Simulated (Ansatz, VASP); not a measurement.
MnSb: VASP beside Ansatz

```
Mn Sb
1.0
     0.00000    2.70204    2.99067
     2.70204    0.00000    2.99067
     2.70204    2.70204    0.00000
Mn Sb
1 1
Cartesian
  0.0000 0.0000 0.0000
  2.7020 2.7020 2.9907
```

Change from the starting cell: stretched by +7 % along [0.0, 0.0, 1.0] at fixed volume; anisotropy by the force theorem, datasets made for the crystal.

Alike in both runs: task single point; functional PBE; k mesh 11 × 11 × 11; occupations fermi-dirac, width 0.1 eV; collinear spin.

```csv
,VASP,Ansatz
version,VASP 6.6.1,Ansatz 0.2.0
potentials or method,"VASP PAW PBE potentials, release 64 (Mn_pv, Sb), cutoff 520 eV","all-electron PAW with datasets made for the crystal, scalar-relativistic"
```

|  | VASP | Ansatz | Ansatz less VASP |
| --- | --- | --- | --- |
| net moment per atom (μB) | 1.89 | 1.89 | +0.004 |
| size of the moment on the site where the two differ most (μB) | 0.10 | 0.09 | -0.017 |

Site moments also hang on the region over which each program counts them. Ansatz ran all-electron here, and VASP with PAW potentials. Ansatz's warnings: band levels unverified.

Neither program's run includes spin-orbit coupling.
